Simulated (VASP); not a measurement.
# CO2 (Pc) in VASP: single point with PBE

Aim: the single point of CO2 with PBE.

Everything below comes from runs of VASP 6.6.1. Logs are shortened: lines on timing, memory, paths and dates and some standing lists are left out, and cuts for length are marked.

## Step 1: The cell of the first run

Symmetry: Pc, No. 7, monoclinic system. The conventional cell has a = 3.631 Å, b = 6.812 Å, c = 4.949 Å, α = 90.00°, β = 131.84°, γ = 90.00°. C (site symmetry 1) has 2 O at 1.11 to 1.34 Å within 1.5 Å. O (site symmetry 1) has 1 C at 1.34 Å within 1.8 Å. Within 1.5 Å of O (site symmetry 1) lie 1 C at 1.11 Å.

## Step 2: Single point, PBE (strained and its atoms moved)

INCAR

```
  PREC = Accurate
  ENCUT = 520
  EDIFF = 1E-6
  ISMEAR = 0
  SIGMA = 0.02
  LREAL = F
  LASPH = T
  NELM = 100
  ALGO = Normal
  ISIF = 2
  LWAVE = F
  LCHARG = F
  GGA = PE
  NBANDS = 25
```

KPOINTS

```
Automatic mesh
0
Gamma
  6 6 4
```

POSCAR

```
CO2
1.0
    2.7293467086     -2.5005184270      0.0000000000
    2.6815991462      2.4478002024      0.0000000000
    0.0000000000      0.0000000000      6.8116658309
C O
2 4
Direct
   -0.0026826156     -0.0050955532      0.0191642728
    0.4973173844      0.4949044468      0.4808357272
    0.8145064868      0.1861134745      0.8769292632
    0.1881761288      0.8189820788      0.1113737330
    0.6881761288      0.3189820788      0.3886262670
    0.3145064868      0.6861134745      0.6230707368
```

Potentials or basis: VASP PAW PBE potentials, release 64 (C, O).

The run is started by

```
cat potpaw_PBE.64/C/POTCAR potpaw_PBE.64/O/POTCAR > POTCAR
mpirun -np 1 vasp_std > vasp.out
```

OUTCAR:

```text
PREC = Accurate
   ENCUT = 520
   EDIFF = 1E-6
   ISMEAR = 0
   LREAL = F
   LASPH = T
   NELM = 100
   ISIF = 2
   GGA = PE

 ion  position               nearest neighbor table
   1  0.997  0.995  0.019-   4 1.11   3 1.34
   2  0.497  0.495  0.481-   5 1.11   6 1.34
   3  0.815  0.186  0.877-   1 1.34
   4  0.188  0.819  0.111-   1 1.11
   5  0.688  0.319  0.389-   2 1.11
   6  0.315  0.686  0.623-   2 1.34

  LATTYP: Found a simple monoclinic cell.
 ALAT       =     3.6307987843
 B/A-ratio  =     1.8760791318
 C/A-ratio  =     1.0195032751
 COS(beta)  =    -0.0891563706

  Lattice vectors:

 A1 = (   2.6815991462,   2.4478002024,   0.0000000000)
 A2 = (   0.0000000000,   0.0000000000,  -6.8116658309)
 A3 = (  -2.7293467086,   2.5005184270,   0.0000000000)

Analysis of symmetry for initial positions (statically):
=====================================================================
 Subroutine PRICEL returns:
 Original cell was already a primitive cell.

 Routine SETGRP: Setting up the symmetry group for a
 simple monoclinic supercell.

 Subroutine GETGRP returns: Found  2 space group operations
 (whereof  1 operations were pure point group operations)
 out of a pool of  4 trial point group operations.

The static configuration has the point symmetry C_1 .
 The point group associated with its full space group is C_1h.

Analysis of symmetry for dynamics (positions and initial velocities):
=====================================================================
 Subroutine PRICEL returns:
 Original cell was already a primitive cell.

 Routine SETGRP: Setting up the symmetry group for a
 simple monoclinic supercell.

 Subroutine GETGRP returns: Found  2 space group operations
 (whereof  1 operations were pure point group operations)
 out of a pool of  4 trial point group operations.

The dynamic configuration has the point symmetry C_1 .
 The point group associated with its full space group is C_1h.

 Subroutine INISYM returns: Found  2 space group operations
 (whereof  1 operations are pure point group operations),
 and found     1 'primitive' translations

----------------------------------------------------------------------------------------

                                     Primitive cell

  volume of cell :      91.1829

  direct lattice vectors                    reciprocal lattice vectors
     2.729346709 -2.500518427  0.000000000     0.182858835 -0.200324395  0.000000000
     2.681599146  2.447800202  0.000000000     0.186797062  0.203891297  0.000000000
     0.000000000  0.000000000  6.811665831     0.000000000  0.000000000  0.146806967

  length of vectors
     3.701611252  3.630798784  6.811665831     0.271232772  0.276522700  0.146806967

  position of ions in fractional coordinates (direct lattice)
     0.997317384  0.994904447  0.019164273
     0.497317384  0.494904447  0.480835727
     0.814506487  0.186113474  0.876929263
     0.188176129  0.818982079  0.111373733
     0.688176129  0.318982079  0.388626267
     0.314506487  0.686113474  0.623070737

  ion indices of the primitive-cell ions
   primitive index   ion index
                 1           1
                 2           2
                 3           3
                 4           4
                 5           5
                 6           6

----------------------------------------------------------------------------------------

 KPOINTS: Automatic mesh

Automatic generation of k-mesh.
 Grid dimensions read from file:
 generate k-points for:    6    6    4

 Generating k-lattice:

  Cartesian coordinates                     Fractional coordinates (reciprocal lattice)
     0.030476472 -0.033387399  0.000000000     0.166666667  0.000000000  0.000000000
     0.031132844  0.033981883  0.000000000    -0.000000000  0.166666667  0.000000000
     0.000000000  0.000000000  0.036701742     0.000000000  0.000000000  0.250000000

  Length of vectors
     0.045205462  0.046087117  0.036701742

  Shift w.r.t. Gamma in fractional coordinates (k-lattice)
     0.000000000  0.000000000  0.000000000

 Subroutine IBZKPT returns following result:
 ===========================================

 Found     60 irreducible k-points:

 Following reciprocal coordinates:
            Coordinates               Weight
  0.000000  0.000000  0.000000      1.000000
  0.166667 -0.000000  0.000000      2.000000
  0.333333 -0.000000  0.000000      2.000000
  0.500000  0.000000  0.000000      1.000000
  0.000000  0.166667  0.000000      2.000000
  0.166667  0.166667  0.000000      2.000000
[... 16 lines left out ...]
  0.333333 -0.000000  0.250000      4.000000
  0.500000  0.000000  0.250000      2.000000
 [... further k-points ...]
   k-points           NKPTS =     60   k-points in BZ     NKDIM =     60   number of bands    NBANDS=     25
   number of dos      NEDOS =    301   number of ions     NIONS =      6
   total plane-waves  NPLWV =  42336
   dimension x,y,z NGX =    28 NGY =   28 NGZ =   54
   dimension x,y,z NGXF=    56 NGYF=   56 NGZF=  108
   ions per type =               2   4
   NGX,Y,Z   is equivalent  to a cutoff of  12.58, 12.82, 13.18 a.u.
   NGXF,Y,Z  is equivalent  to a cutoff of  25.15, 25.64, 26.36 a.u.
 SYSTEM =  unknown system
   PREC   = accura    normal or accurate (medium, high low for compatibility)
   ISTART =      0    job   : 0-new  1-cont  2-samecut
   ICHARG =      2    charge: 1-file 2-atom 10-const
   ISPIN  =      1    spin polarized calculation?
   LNONCOLLINEAR =      F non collinear calculations
   LSORBIT =      F    spin-orbit coupling
   LASPH  =      T    aspherical Exc in radial PAW
   ENCUT  =  520.0 eV  38.22 Ry    6.18 a.u.   6.88  6.75 12.67*2*pi/ulx,y,z
   NELM   =    100;   NELMIN=  2; NELMDL= -5     # of ELM steps
   EDIFF  = 0.1E-05   stopping-criterion for ELM
   LREAL  =      F    real-space projection
   EDIFFG = 0.1E-04   stopping-criterion for IOM
   NSW    =      0    number of steps for IOM
   IBRION =     -1    ionic relax: 0-MD 1-quasi-New 2-CG
   NFREE  =      0    steps in history (QN), initial steepest desc. (CG)
   ISIF   =      2    stress and relaxation
   ISYM   =      2    0-nonsym 1-usesym 2-fastsym
   POTIM  = 0.5000    time-step for ionic-motion
   TEBEG  =    0.0;   TEEND  =   0.0 temperature during run
   PSTRESS=    0.0 pullay stress
   NELECT =      32.0000    total number of electrons
   NUPDOWN=      -1.0000    fix difference up-down
   EMIN   =  10.00;   EMAX   =-10.00  energy-range for DOS
   EFERMI =   0.00;   METHOD = LEGACY
   ISMEAR =     0;   SIGMA  =   0.02  broadening in eV -4-tet -1-fermi 0-gaus
   EFERMI_NEDOS =   21; number of points for ismear=-14 and -15
   IALGO  =     38    algorithm
   IMIX   =      4    mixing-type and parameters
     AMIX     =   0.40;   BMIX     =  1.00
     AMIX_MAG =   1.60;   BMIX_MAG =  1.00
  volume/ion in A,a.u.               =      15.20       102.56
  Fermi-wavevector in a.u.,A,eV,Ry     =   1.154748  2.182156 18.142578  1.333442
  Thomas-Fermi vector in A             =   2.291382
   LORBIT       =      0    0 simple, 1 ext, 2 COOP (PROOUT), +10 PAW based schemes
   GGA     = PE    functional components
   LHFCALC =     F    Hartree Fock is set to
   AEXX    =    0.0000 exact exchange contribution
   IVDW    =     0    specifies the selected vdW correction
   LEPSILON=     F    determine dielectric tensor
   LRPA    =     F    only Hartree local field effects (RPA)
 non-spin polarized calculation
 Gauss-broadening in eV      SIGMA  =   0.02
  energy-cutoff  :      520.00
  volume of cell :       91.18
 maximum number of plane-waves:      2478
   NGX = 13   NGY = 13   NGZ = 25

 number of electron      32.0000005 magnetization

 Free energy of the ion-electron system (eV)
  ---------------------------------------------------
  ext. energy  EPLUGINS =         0.00000000
  ---------------------------------------------------
  free energy    TOTEN  =       -43.59962513 eV

  energy without entropy =      -43.59962513  energy(sigma->0) =      -43.59962513

 E-fermi :  -2.9010     XC(G=0):  -7.8239

 val. band max:       -3.0758503676   @ k =   0.5000   0.5000   0.0000
 cond. band min:       1.9018443149   @ k =   0.0000   0.0000   0.0000
 fundamental gap:      4.9776946825
 Fermi energy:        -2.9009832970

 k-point     1 :       0.0000    0.0000    0.0000
  band No.  band energies     occupation
      1     -25.5246      2.00000
      2     -25.4217      2.00000
      3     -20.9947      2.00000
      4     -20.8357      2.00000
      5      -9.3637      2.00000
      6      -9.2676      2.00000
[... 17 lines left out ...]
     24      10.5762      0.00000
     25      10.5955      0.00000

 k-point     2 :       0.1667   -0.0000    0.0000
  band No.  band energies     occupation
      1     -25.5098      2.00000
      2     -25.4206      2.00000
      3     -20.9799      2.00000
      4     -20.8422      2.00000
      5      -9.4166      2.00000
      6      -9.3045      2.00000
[... 17 lines left out ...]
     24      10.3811      0.00000
     25      10.4777      0.00000

 k-point     3 :       0.3333   -0.0000    0.0000
  band No.  band energies     occupation
      1     -25.4757      2.00000
      2     -25.4239      2.00000
      3     -20.9429      2.00000
      4     -20.8633      2.00000
      5      -9.4968      2.00000
      6      -9.4014      2.00000
[... 17 lines left out ...]
     24       9.6100      0.00000
     25      10.2937      0.00000

 k-point     4 :       0.5000    0.0000    0.0000
  band No.  band energies     occupation
      1     -25.4421      2.00000
      2     -25.4421      2.00000
      3     -20.8992      2.00000
      4     -20.8992      2.00000
      5      -9.4942      2.00000
      6      -9.4942      2.00000
[... 17 lines left out ...]
     24       9.1493      0.00000
     25      10.4388      0.00000
[... 477 lines left out ...]
 k-point    22 :       0.1667   -0.0000    0.2500
  band No.  band energies     occupation
      1     -25.5081      2.00000
      2     -25.4224      2.00000
      3     -20.9829      2.00000
      4     -20.8393      2.00000
      5      -9.4210      2.00000
      6      -9.3190      2.00000
[... 17 lines left out ...]
     24      10.3078      0.00000
     25      10.8052      0.00000

 k-point    23 :       0.3333   -0.0000    0.2500
  band No.  band energies     occupation
      1     -25.4747      2.00000
      2     -25.4249      2.00000
      3     -20.9449      2.00000
      4     -20.8616      2.00000
      5      -9.4772      2.00000
      6      -9.3925      2.00000
[... 17 lines left out ...]
     24       9.5773      0.00000
     25      10.5750      0.00000

 k-point    24 :       0.5000    0.0000    0.2500
  band No.  band energies     occupation
      1     -25.4420      2.00000
      2     -25.4420      2.00000
      3     -20.8993      2.00000
      4     -20.8993      2.00000
      5      -9.4691      2.00000
      6      -9.4691      2.00000
[... 17 lines left out ...]
     24       9.0078      0.00000
     25      10.6402      0.00000

 [... further k-points ...]
[... 5 lines left out ...]
  --------------------------------------------------------------------------------------
  -------------------------------------------------------------------------------------
  Total        0.6822335      1.6614077     -5.9472020     -0.7345228      0.0000000      0.0000000
  in kB       11.9875450     29.1926450   -104.4984672    -12.9063225      0.0000000      0.0000000
  external PRESSURE =     -21.1060924 kB  Pullay stress =       0.0000000 kB

 VOLUME and BASIS-vectors are now :
 -----------------------------------------------------------------------------
  energy-cutoff  :      520.00
  volume of cell :       91.18
      direct lattice vectors                 reciprocal lattice vectors
     2.729346709 -2.500518427  0.000000000     0.182858835 -0.200324395  0.000000000
     2.681599146  2.447800202  0.000000000     0.186797062  0.203891297  0.000000000
     0.000000000  0.000000000  6.811665831     0.000000000  0.000000000  0.146806967

 POSITION                                       TOTAL-FORCE (eV/Angst)
 -----------------------------------------------------------------------------------
      5.38996     -0.05848      0.13054         0.053742     11.414730    -11.750459
      2.68449     -0.03212      3.27529         0.053742     11.414730     11.750459
      2.72215     -1.58112      5.97335        -0.224497     -5.394160      6.727369
      2.70978      1.53417      0.75864         0.170755     -6.020570      5.022278
      2.73365     -0.93999      2.64719         0.170755     -6.020570     -5.022278
      2.69828      0.89304      4.24415        -0.224497     -5.394160     -6.727369
 -----------------------------------------------------------------------------------
    total drift:                                0.000347      0.000446     -0.000002

  FREE ENERGIE OF THE ION-ELECTRON SYSTEM (eV)
  ---------------------------------------------------
  free  energy   TOTEN  =       -43.5996251303 eV

  energy  without entropy=      -43.5996251303  energy(sigma->0) =      -43.59962513
```

It took 96 s on 1 thread of Intel Xeon Platinum 8259CL at 2.50GHz (Skylake/Cascade Lake), shared host; peak memory 0.25 GiB.

Results:

* Free energy: -43.5996 eV
* Pressure: -2.1 GPa
* Largest force: 16.382 eV/Å
* Band gap on the k mesh: 4.98 eV, indirect (least direct gap 5.21 eV)

Forces in eV/Å, atoms in the order of the input:
```
C     0.054  11.415 -11.750
C     0.054  11.415  11.750
O    -0.224  -5.394   6.727
O     0.171  -6.021   5.022
O     0.171  -6.021  -5.022
O    -0.224  -5.394  -6.727
```

Stress tensor (GPa, compression positive):
```
  1.20  -1.29   0.00
 -1.29   2.92   0.00
  0.00   0.00 -10.45
```

Levels at points of the mesh, in eV from the valence-band top:
```csv
k point,band 13,band 14,band 15,band 16,band 17,band 18,band 19,band 20
"(0.00, 0.00, 0.00)",-0.69,-0.59,-0.24,-0.23,4.98,5.70,6.19,6.77
"(0.50, 0.00, 0.00)",-0.43,-0.43,-0.22,-0.22,6.08,6.08,6.96,6.96
"(0.00, 0.50, 0.00)",-0.45,-0.45,-0.26,-0.26,5.84,5.84,7.22,7.22
"(0.50, 0.50, 0.00)",-0.80,-0.69,-0.15,0.00,6.09,6.65,7.52,7.54
"(0.00, 0.00, 0.50)",-0.53,-0.48,-0.42,-0.32,5.30,5.75,6.35,6.59
"(0.50, 0.00, 0.50)",-0.49,-0.49,-0.17,-0.17,6.11,6.11,6.96,6.96
"(0.00, 0.50, 0.50)",-0.50,-0.50,-0.22,-0.22,5.87,5.87,7.22,7.22
"(0.50, 0.50, 0.50)",-0.58,-0.58,-0.39,-0.09,6.21,6.64,7.46,7.59
```

Caveat: the cell differs from its parent crystal (strained and its atoms moved); forces of over 1 eV/Å act on the atoms, so gaps and moduli don't describe the material at rest.
